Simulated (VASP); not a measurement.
# ZnInC4N4 (P-43m) in VASP: single point with PBE

Aim: the single point of ZnInC4N4 with PBE.

All numbers are computed with VASP 6.6.1; they aren't measurements. Logs are shortened: lines on timing, memory, paths and dates and some standing lists are left out, and cuts for length are marked.

**1. The cell of the first run**

Symmetry: P-43m, No. 215, cubic system. The conventional cell has a = 6.116 Å, b = 6.116 Å, c = 6.116 Å, α = 90.00°, β = 90.00°, γ = 90.00°. Zn (site symmetry -43m) has 4 N at 1.96 Å within 2.6 Å. In (site symmetry -43m) has 4 C at 2.16 Å within 2.9 Å. Within 1.6 Å of C (site symmetry 3m) lie 1 N at 1.17 Å. Within 1.6 Å of N (site symmetry 3m) lie 1 C at 1.17 Å.

**2. Single point, PBE, collinear spin, ferromagnetic start**

Input file INCAR:

```
SYSTEM = ZnInC4N4
ALGO     = Normal         ! electronic algorithm
EDIFF    = 1E-6           ! SCF threshold, eV
ENCUT    = 520            ! plane-wave cutoff, eV
GGA      = PE             ! functional
ISIF     = 2              ! what is computed and relaxed
ISMEAR   = 0              ! smearing method
ISPIN    = 2              ! spin polarisation
LASPH    = .TRUE.         ! aspherical terms in the spheres
LCHARG   = .TRUE.         ! write CHGCAR
LELF     = .TRUE.         ! ELF
LORBIT   = 11             ! projections on sites
LREAL    = .FALSE.        ! projectors in reciprocal space
LVHAR    = .TRUE.       
LWAVE    = .FALSE.        ! write WAVECAR
MAGMOM   = 0 0 1 1 1 1 1 1 1 1 ! initial moments
NBANDS   = 46             ! bands
NELM     = 150            ! most SCF steps
PREC     = Accurate       ! precision mode
SIGMA    = 0.1            ! smearing width, eV
```

Input file KPOINTS:

```
k-points
0
G
  4 4 4
  0 0 0
```

Input file POSCAR:

```
ZnInC4N4
1.0
    6.1155938887      0.0000000000      0.0000000000
    0.0000000000      6.1155938887      0.0000000000
    0.0000000000      0.0000000000      6.1155938887
Zn In C N
1 1 4 4
Direct
    0.5000000000      0.5000000000      0.5000000000
    0.0000000000      0.0000000000      0.0000000000
    0.2043337101      0.2043337101      0.2043337101
    0.2043337101      0.7956662899      0.7956662899
    0.7956662899      0.2043337101      0.7956662899
    0.7956662899      0.7956662899      0.2043337101
    0.3149119734      0.3149119734      0.3149119734
    0.3149119734      0.6850880266      0.6850880266
    0.6850880266      0.3149119734      0.6850880266
    0.6850880266      0.6850880266      0.3149119734
```

Potentials or basis: VASP PAW PBE potentials, release 64 (Zn, In_d, C, N).

Launch:

```
$ cat potpaw_PBE.64/Zn/POTCAR potpaw_PBE.64/In_d/POTCAR potpaw_PBE.64/C/POTCAR potpaw_PBE.64/N/POTCAR > POTCAR
$ mpirun -np 1 vasp_std > vasp.out
```

OUTCAR:

```text
SYSTEM = ZnInC4N4
   EDIFF = 1E-6
   ENCUT = 520
   GGA = PE
   ISIF = 2
   ISMEAR = 0
   ISPIN = 2
   LASPH = .TRUE.
   LORBIT = 11
   LREAL = .FALSE.
   NELM = 150
   PREC = Accurate

 ion  position               nearest neighbor table
   1  0.500  0.500  0.500-   7 1.96   8 1.96   9 1.96  10 1.96
   2  0.000  0.000  0.000-   3 2.16   4 2.16   5 2.16   6 2.16
   3  0.204  0.204  0.204-   7 1.17   2 2.16
   4  0.204  0.796  0.796-   8 1.17   2 2.16
   5  0.796  0.204  0.796-   9 1.17   2 2.16
   6  0.796  0.796  0.204-  10 1.17   2 2.16
   7  0.315  0.315  0.315-   3 1.17   1 1.96
   8  0.315  0.685  0.685-   4 1.17   1 1.96
   9  0.685  0.315  0.685-   5 1.17   1 1.96
  10  0.685  0.685  0.315-   6 1.17   1 1.96

  LATTYP: Found a simple cubic cell.
 ALAT       =     6.1155938887

  Lattice vectors:

 A1 = (   6.1155938887,   0.0000000000,   0.0000000000)
 A2 = (   0.0000000000,   6.1155938887,   0.0000000000)
 A3 = (   0.0000000000,   0.0000000000,   6.1155938887)

Analysis of symmetry for initial positions (statically):
=====================================================================
 Subroutine PRICEL returns:
 Original cell was already a primitive cell.

 Routine SETGRP: Setting up the symmetry group for a
 simple cubic supercell.

 Subroutine GETGRP returns: Found 24 space group operations
 (whereof 24 operations were pure point group operations)
 out of a pool of 48 trial point group operations.

The static configuration has the point symmetry T_d .

Analysis of symmetry for dynamics (positions and initial velocities):
=====================================================================
 Subroutine PRICEL returns:
 Original cell was already a primitive cell.

 Routine SETGRP: Setting up the symmetry group for a
 simple cubic supercell.

 Subroutine GETGRP returns: Found 24 space group operations
 (whereof 24 operations were pure point group operations)
 out of a pool of 48 trial point group operations.

The dynamic configuration has the point symmetry T_d .

Analysis of structural, dynamic, and magnetic symmetry:
=====================================================================
 Subroutine PRICEL returns:
 Original cell was already a primitive cell.

 Routine SETGRP: Setting up the symmetry group for a
 simple cubic supercell.

 Subroutine GETGRP returns: Found 24 space group operations
 (whereof 24 operations were pure point group operations)
 out of a pool of 48 trial point group operations.

The overall configuration has the point symmetry T_d .

 Subroutine INISYM returns: Found 24 space group operations
 (whereof 24 operations are pure point group operations),
 and found     1 'primitive' translations

----------------------------------------------------------------------------------------

                                     Primitive cell

  volume of cell :     228.7262

  direct lattice vectors                    reciprocal lattice vectors
     6.115593889  0.000000000  0.000000000     0.163516417  0.000000000  0.000000000
     0.000000000  6.115593889  0.000000000     0.000000000  0.163516417  0.000000000
     0.000000000  0.000000000  6.115593889     0.000000000  0.000000000  0.163516417

  length of vectors
     6.115593889  6.115593889  6.115593889     0.163516417  0.163516417  0.163516417

  position of ions in fractional coordinates (direct lattice)
     0.500000000  0.500000000  0.500000000
     0.000000000  0.000000000  0.000000000
     0.204333710  0.204333710  0.204333710
     0.204333710  0.795666290  0.795666290
     0.795666290  0.204333710  0.795666290
     0.795666290  0.795666290  0.204333710
     0.314911973  0.314911973  0.314911973
     0.314911973  0.685088027  0.685088027
     0.685088027  0.314911973  0.685088027
     0.685088027  0.685088027  0.314911973

  ion indices of the primitive-cell ions
   primitive index   ion index
                 1           1
                 2           2
                 3           3
[... 45 lines left out ...]
  0.500000  0.500000  0.500000      1.000000
   k-points           NKPTS =     10   k-points in BZ     NKDIM =     10   number of bands    NBANDS=     46
   number of dos      NEDOS =    301   number of ions     NIONS =     10
   total plane-waves  NPLWV = 110592
   dimension x,y,z NGX =    48 NGY =   48 NGZ =   48
   dimension x,y,z NGXF=    96 NGYF=   96 NGZF=   96
   ions per type =               1   1   4   4
   NGX,Y,Z   is equivalent  to a cutoff of  13.05, 13.05, 13.05 a.u.
   NGXF,Y,Z  is equivalent  to a cutoff of  26.10, 26.10, 26.10 a.u.
 SYSTEM =  ZnInC4N4
   PREC   = accura    normal or accurate (medium, high low for compatibility)
   ISTART =      0    job   : 0-new  1-cont  2-samecut
   ICHARG =      2    charge: 1-file 2-atom 10-const
   ISPIN  =      2    spin polarized calculation?
   LNONCOLLINEAR =      F non collinear calculations
   LSORBIT =      F    spin-orbit coupling
   LASPH  =      T    aspherical Exc in radial PAW
   ENCUT  =  520.0 eV  38.22 Ry    6.18 a.u.  11.37 11.37 11.37*2*pi/ulx,y,z
   NELM   =    150;   NELMIN=  2; NELMDL= -5     # of ELM steps
   EDIFF  = 0.1E-05   stopping-criterion for ELM
   LREAL  =      F    real-space projection
[... 7 lines left out ...]
   TEBEG  =    0.0;   TEEND  =   0.0 temperature during run
   PSTRESS=    0.0 pullay stress
   NELECT =      61.0000    total number of electrons
   NUPDOWN=      -1.0000    fix difference up-down
   EMIN   =  10.00;   EMAX   =-10.00  energy-range for DOS
   EFERMI =   0.00;   METHOD = LEGACY
   ISMEAR =     0;   SIGMA  =   0.10  broadening in eV -4-tet -1-fermi 0-gaus
   EFERMI_NEDOS =   21; number of points for ismear=-14 and -15
   IALGO  =     38    algorithm
   IMIX   =      4    mixing-type and parameters
     AMIX     =   0.40;   BMIX     =  1.00
     AMIX_MAG =   1.60;   BMIX_MAG =  1.00
  volume/ion in A,a.u.               =      22.87       154.35
  Fermi-wavevector in a.u.,A,eV,Ry     =   1.053771  1.991338 15.108355  1.110433
  Thomas-Fermi vector in A             =   2.188905
   LORBIT       =     11    0 simple, 1 ext, 2 COOP (PROOUT), +10 PAW based schemes
   GGA     = PE    functional components
   LHFCALC =     F    Hartree Fock is set to
   AEXX    =    0.0000 exact exchange contribution
   IVDW    =     0    specifies the selected vdW correction
   LEPSILON=     F    determine dielectric tensor
   LRPA    =     F    only Hartree local field effects (RPA)
 spin polarized calculation
 Gauss-broadening in eV      SIGMA  =   0.10
  energy-cutoff  :      520.00
  volume of cell :      228.73
 maximum number of plane-waves:      6187
 NGX is ok and might be reduce to    48
   NGX = 23   NGY = 23   NGZ = 23

 number of electron      60.9999990 magnetization       0.7754664

 Free energy of the ion-electron system (eV)
  ---------------------------------------------------
  ext. energy  EPLUGINS =         0.00000000
  ---------------------------------------------------
  free energy    TOTEN  =       -68.75064494 eV

  energy without entropy =      -68.70734514  energy(sigma->0) =      -68.72899504

 E-fermi :   2.0516     XC(G=0):  -6.8946

 val. band max:        2.0321546597   @ k =   0.5000   0.2500   0.2500
 cond. band min:       2.0612969190   @ k =   0.5000   0.0000   0.0000
 fundamental gap:      0.0291422594
 Fermi energy:         2.0515673545

 spin component 1

 k-point     1 :       0.0000    0.0000    0.0000
  band No.  band energies     occupation
      1     -18.7321      1.00000
      2     -18.6178      1.00000
      3     -18.6178      1.00000
      4     -18.6178      1.00000
      5     -15.3162      1.00000
      6     -15.3162      1.00000
[... 439 lines left out ...]
     41       5.5612      0.00000
     42       5.5612      0.00000
 Fermi energy:         2.0515673545

 spin component 2

 k-point     1 :       0.0000    0.0000    0.0000
  band No.  band energies     occupation
      1     -18.6806      1.00000
      2     -18.5672      1.00000
      3     -18.5672      1.00000
      4     -18.5672      1.00000
      5     -15.2943      1.00000
      6     -15.2943      1.00000
[... 439 lines left out ...]
     41       5.6418      0.00000
     42       5.6418      0.00000
 [bands above 42 left out]

------------------------ aborting loop because EDIFF is reached ----------------------------------------

  FORCE on cell =-STRESS in cart. coord.  units (eV):
  Direction    XX          YY          ZZ          XY          YZ          ZX
  --------------------------------------------------------------------------------------
  -------------------------------------------------------------------------------------
  Total        0.8633667      0.8633667      0.8633667      0.0000000      0.0000000      0.0000000
  in kB        6.0476959      6.0476959      6.0476959      0.0000000      0.0000000      0.0000000
  external PRESSURE =       6.0476959 kB  Pullay stress =       0.0000000 kB

 VOLUME and BASIS-vectors are now :
 -----------------------------------------------------------------------------
  energy-cutoff  :      520.00
  volume of cell :      228.73
      direct lattice vectors                 reciprocal lattice vectors
     6.115593889  0.000000000  0.000000000     0.163516417  0.000000000  0.000000000
     0.000000000  6.115593889  0.000000000     0.000000000  0.163516417  0.000000000
     0.000000000  0.000000000  6.115593889     0.000000000  0.000000000  0.163516417

 POSITION                                       TOTAL-FORCE (eV/Angst)
 -----------------------------------------------------------------------------------
      3.05780      3.05780      3.05780        -0.000000      0.000000      0.000000
      0.00000      0.00000      0.00000        -0.000000      0.000000      0.000000
      1.24962      1.24962      1.24962        -0.211600     -0.211600     -0.211600
      1.24962      4.86597      4.86597        -0.211600      0.211600      0.211600
      4.86597      1.24962      4.86597         0.211600     -0.211600      0.211600
      4.86597      4.86597      1.24962         0.211600      0.211600     -0.211600
      1.92587      1.92587      1.92587         0.190073      0.190073      0.190073
      1.92587      4.18972      4.18972         0.190073     -0.190073     -0.190073
      4.18972      1.92587      4.18972        -0.190073      0.190073     -0.190073
      4.18972      4.18972      1.92587        -0.190073     -0.190073      0.190073
 -----------------------------------------------------------------------------------
    total drift:                                0.000000      0.000000      0.000000

  FREE ENERGIE OF THE ION-ELECTRON SYSTEM (eV)
  ---------------------------------------------------
  free  energy   TOTEN  =       -68.7506449433 eV

  energy  without entropy=      -68.7073451444  energy(sigma->0) =      -68.72899504

 total charge

# of ion       s       p       d       tot
------------------------------------------
    1        0.444   0.560   9.867  10.870
    2        0.702   0.856   9.969  11.527
    3        0.940   1.642   0.000   2.582
    4        0.940   1.642   0.000   2.582
    5        0.940   1.642   0.000   2.582
    6        0.940   1.642   0.000   2.582
    7        1.297   2.587   0.000   3.883
    8        1.297   2.587   0.000   3.883
    9        1.297   2.587   0.000   3.883
   10        1.297   2.587   0.000   3.883
--------------------------------------------------
tot         10.093  18.328  19.836  48.257

 magnetization (x)

# of ion       s       p       d       tot
------------------------------------------
    1       -0.000   0.007   0.009   0.016
    2       -0.001   0.030   0.019   0.048
    3        0.005   0.034   0.000   0.039
    4        0.005   0.034   0.000   0.039
    5        0.005   0.034   0.000   0.039
    6        0.005   0.034   0.000   0.039
    7        0.002   0.028   0.000   0.031
    8        0.002   0.028   0.000   0.031
    9        0.002   0.028   0.000   0.031
   10        0.002   0.028   0.000   0.031
--------------------------------------------------
tot          0.028   0.286   0.029   0.343
```

Wall time 9.2 min (1 thread of Oxide Virtual Turin-like, shared host); peak memory 0.47 GiB.

Results:

* Free energy: -68.7506 eV
* Pressure: 0.6 GPa
* Largest force: 0.367 eV/Å
* Net moment: 0.78 μB per cell
* Site moments: Zn +0.02; In +0.05; C +0.04; N +0.03 μB
* Valence electrons inside the program's atomic spheres: Zn 10.87; In 11.53; C 2.58; N 3.88

Forces in eV/Å, atoms in the order of the input:
```
Zn   0.000  0.000  0.000
In   0.000  0.000  0.000
C   -0.212 -0.212 -0.212
C   -0.212  0.212  0.212
C    0.212 -0.212  0.212
C    0.212  0.212 -0.212
N    0.190  0.190  0.190
N    0.190 -0.190 -0.190
N   -0.190  0.190 -0.190
N   -0.190 -0.190  0.190
```

Caveat: a moment this small can come from the mesh or the smearing; spin-orbit coupling is left out, which moves the levels of the heavy elements.
